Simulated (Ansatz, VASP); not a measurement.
Ti4RuC: VASP beside Ansatz

```
CELL_PARAMETERS angstrom
3.07957 0.00000 0.00000
0.00000 3.07957 0.00000
0.00000 0.00000 17.97233
ATOMIC_POSITIONS crystal
Ti 0.00000 0.50000 0.65459
Ti 0.50000 0.00000 0.17725
Ti 0.50000 0.00000 0.94373
Ti 0.00000 0.50000 0.82275
Ti 0.00000 0.50000 0.05627
Ti 0.50000 0.00000 0.34541
Ti 0.50000 0.00000 0.55269
Ti 0.00000 0.50000 0.44731
Ru 0.50000 0.00000 0.74175
Ru 0.00000 0.50000 0.25825
C 0.50000 0.00000 0.06192
C 0.00000 0.50000 0.93808
```

Alike in both runs: functional PBE; k mesh 10 × 10 × 2; occupations gaussian, width 0.1 eV; no spin polarisation.

Ansatz relaxed the structure, and its values are those at the end. VASP's run is a single point on that final structure, the one shown.

|  | VASP | Ansatz |
| --- | --- | --- |
| version | VASP 6.6.1 | Ansatz 0.2.0 |
| potentials or method | VASP PAW PBE potentials, release 64 (Ti_sv, Ru_pv, C), cutoff 520 eV | scalar-relativistic, plane waves, PAW |
| valence electrons in the cell | 132 | 136 |

|  | VASP | Ansatz | Ansatz less VASP |
| --- | --- | --- | --- |
| gap on the k mesh at the Fermi level (eV) | none | none | - |
| pressure (GPa) | -0.1 | 0.0 | +0.08 |
| rms of the force components (eV/Å) | 0.004 | 0.000 | -0.0035 |

A gap of «none» marks a metal or a gap that the smearing closes. VASP's potentials hold 132 valence electrons a cell and Ansatz's 136, so a difference there can come from the potentials and not from the codes.
